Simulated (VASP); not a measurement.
Set up this calculation in VASP 6.6.1, as the native input.

| Quantity | Value |
| --- | --- |
| Task | single point |
| Functional | PBE |
| Potentials or basis | VASP PAW PBE potentials, release 64 (Ta_pv) |
| Cutoff | 500 eV |
| k mesh | 18 × 18 × 10 |
| Occupations | gaussian, width 0.15 eV |
| Spin | no spin polarisation |
| Dipole correction | no |
| Further INCAR settings | ALGO = Normal; EDIFF = 1e-06; NBANDS = 18 |

The structure of Ta lies in POSCAR:

```
Ta
1.0
   -1.6512800000      1.6512800000      1.6512800000
    1.6512800000     -1.6512800000      1.6512800000
    3.3025600000      3.3025600000      0.0000000000
Ta
2
Direct
    0.0302795407      0.0302795407      0.0000000000
    0.4697204593      0.4697204593      0.5000000000
```

This cell differs from its parent crystal: mode 6 (145.8 1/cm) frozen in, largest displacement -0.100 Å.

These files were run (other wordings do the same):

INCAR

```
  PREC = Accurate
  ENCUT = 500
  EDIFF = 1E-6
  ISMEAR = 0
  SIGMA = 0.15
  LREAL = F
  LASPH = T
  NELM = 120
  ALGO = Normal
  ISIF = 2
  LWAVE = F
  LCHARG = F
  GGA = PE
  NBANDS = 18
  GGA_COMPAT = F
```

KPOINTS

```
regular mesh
0
Gamma
  18 18 10
```

Potentials or basis: VASP PAW PBE potentials, release 64 (Ta_pv).

Run with:

```sh
$ cat potpaw_PBE.64/Ta_pv/POTCAR > POTCAR
$ mpirun -np 1 vasp_std > vasp.out
```

Results of the run:

```
Pressure               : 3.9 GPa
Largest force          : 1.272 eV/Å
Band gap on the k mesh : zero (band 11 reaches 7.08 eV, above the bottom of band 12 at 4.37 eV)
```

Caveat: the cell differs from its parent crystal (mode 6 (145.8 1/cm) frozen in, largest displacement -0.100 Å); spin-orbit coupling is left out, which moves the levels of the heavy elements; forces of over 1 eV/Å act on the atoms, so gaps and moduli don't describe the material at rest.

Run time: 76 s on 1 thread of Intel(R) Xeon(R) 6975P-C (Granite Rapids) (shared host), peak memory 0.37 GiB.
